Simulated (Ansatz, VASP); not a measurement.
S in VASP and in Ansatz

File INCAR:

```
SYSTEM = S
PREC     = Accurate       ! precision mode
ENCUT    = 520            ! plane-wave cutoff, eV
EDIFF    = 1E-8           ! SCF threshold, eV
ISMEAR   = -1             ! smearing method
SIGMA    = 0.05           ! smearing width, eV
LREAL    = .False.        ! projectors in reciprocal space
LASPH    = .True.         ! aspherical terms in the spheres
NELM     = 60             ! most SCF steps
ALGO     = Normal         ! electronic algorithm
ISIF     = 2              ! what is computed and relaxed
LWAVE    = .False.        ! write WAVECAR
LCHARG   = .False.        ! write CHGCAR
GGA      = PE             ! functional
LEFG     = .True.       
NBANDS   = 13             ! bands
```

The input KPOINTS:

```
Automatic mesh
0
Gamma
  9 9 9
  0 0 0
```

File POSCAR:

```
S
1.0
    0.0000000000      2.7698291284      2.7698291284
    2.7698291284      0.0000000000      2.7698291284
    2.7698291284      2.7698291284      0.0000000000
S
2
Direct
   -0.1250000000     -0.1250000000     -0.1250000000
    0.1250000000      0.1250000000      0.1250000000
```

Input for Ansatz:

```yaml
crystal:
  lattice:
    - [0.0, 2.7698291284, 2.7698291284]
    - [2.7698291284, 0.0, 2.7698291284]
    - [2.7698291284, 2.7698291284, 0.0]
  atoms:
    - { symbol: S, position: [-0.125, -0.125, -0.125] }
    - { symbol: S, position: [0.125, 0.125, 0.125] }
kpoints:
  mp_grid: { grid: [9, 9, 9] }
scf:
  occupations: { method: fermi_dirac, width: 0.05 }
hamiltonian:
  xc: pbe
  pseudopotentials: { kind: paw }
output:
  forces: true
  stress: true
  eigenvalues: true
  efg: { contact_densities: true }
  populations: true
  write_density: true
  write_potential: true
  elf: true
  volumetric_format: npy
```

Change from the starting cell: shortest bond scaled by 1, PAW files.

Alike in both runs: task electric field gradients; functional PBE; k mesh 9 × 9 × 9; occupations fermi-dirac, width 0.05 eV; no spin polarisation.

```csv
,VASP,Ansatz
version,VASP 6.6.1,Ansatz 0.2.0
potentials or method,"VASP PAW PBE potentials, release 64 (S)","PAW with Ansatz's default frozen-core files, scalar-relativistic"
plane-wave cutoff (eV),520,420
valence electrons in the cell,12,12
```

Ansatz gave:

```
pressure (GPa) : 7.4
```

**Question.** What did VASP give for the same quantities?

**Answer.** Pressure (GPa): 7.3.
